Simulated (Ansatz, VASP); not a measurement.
**Two plane-wave programs on Al6H**

File INCAR:

```
ALGO = Normal
DIPOL = 0.5 0.5 0.306
EDIFF = 1E-7
ENCUT = 520
GGA = PE
IDIPOL = 3
ISIF = 2
ISMEAR = 0
LASPH = True
LCHARG = False
LDIPOL = True
LREAL = False
LWAVE = False
NBANDS = 32
NELM = 60
PREC = Accurate
SIGMA = 0.1
```

File KPOINTS:

```
k-points
0
Gamma
  6 6 1
```

POSCAR

```
Al6H
1.0
    5.7143028096      0.0000000000      0.0000000000
   -2.8571514048      4.9487313980      0.0000000000
    0.0000000000      0.0000000000     22.6016424997
Al H
12 2
Direct
    0.3333333333      0.1666666667      0.1769782882
    0.3333333333      0.6666666667      0.1769782882
    0.8333333333      0.1666666667      0.1769782882
    0.8333333333      0.6666666667      0.1769782882
    0.1666666667      0.3333333333      0.2787817902
    0.1666666667      0.8333333333      0.2787817902
    0.6666666667      0.3333333333      0.2787817902
    0.6666666667      0.8333333333      0.2787817902
    0.0000000000      0.0000000000      0.3805759913
    0.0000000000      0.5000000000      0.3805759913
    0.5000000000      0.0000000000      0.3805759913
    0.5000000000      0.5000000000      0.3805759913
    0.2529210739      0.1666666667      0.4712773640
    0.4137455928      0.1666666667      0.4712773640
```

Input for Ansatz:

```yaml
crystal:
  lattice:
    - [5.7143028096, 0.0, 0.0]
    - [-2.8571514048, 4.948731398, 0.0]
    - [0.0, 0.0, 22.6016424997]
  atoms:
    - { symbol: Al, position: [0.3333333333, 0.1666666667, 0.1769782882] }
    - { symbol: Al, position: [0.3333333333, 0.6666666667, 0.1769782882] }
    - { symbol: Al, position: [0.8333333333, 0.1666666667, 0.1769782882] }
    - { symbol: Al, position: [0.8333333333, 0.6666666667, 0.1769782882] }
    - { symbol: Al, position: [0.1666666667, 0.3333333333, 0.2787817902] }
    - { symbol: Al, position: [0.1666666667, 0.8333333333, 0.2787817902] }
    - { symbol: Al, position: [0.6666666667, 0.3333333333, 0.2787817902] }
    - { symbol: Al, position: [0.6666666667, 0.8333333333, 0.2787817902] }
    - { symbol: Al, position: [0.0, 0.0, 0.3805759913] }
    - { symbol: Al, position: [0.0, 0.5, 0.3805759913] }
    - { symbol: Al, position: [0.5, 0.0, 0.3805759913] }
    - { symbol: Al, position: [0.5, 0.5, 0.3805759913] }
    - { symbol: H, position: [0.2529210739, 0.1666666667, 0.471277364] }
    - { symbol: H, position: [0.4137455928, 0.1666666667, 0.471277364] }
basis:
  ecutwfc: 420
kpoints:
  mp_grid: { grid: [6, 6, 1] }
hamiltonian:
  xc: pbe
scf:
  occupations: { method: gaussian, width: 0.1 }
output:
  forces: true
  eigenvalues: true
efield:
  axis: 3
  dipole_correction: true
  ramp_width: 0.04
```

Alike in both runs: task single point; functional PBE; k mesh 6 × 6 × 1; occupations gaussian, width 0.1 eV; no spin polarisation.

```csv
,VASP,Ansatz
version,VASP 6.6.1,Ansatz 0.2.0
potentials or method,"VASP PAW PBE potentials, release 64 (Al, H), cutoff 520 eV","scalar-relativistic, plane waves, PAW"
valence electrons in the cell,38,38
```

```csv
,VASP,Ansatz,Ansatz less VASP
gap on the k mesh at the Fermi level (eV),none,none,-
rms of the force components (eV/Å),0.571,0.571,+0.0001
```

Atom by atom the forces differ by 0.001 eV/Å (rms over components). A gap of «none» marks a metal or a gap that the smearing closes.
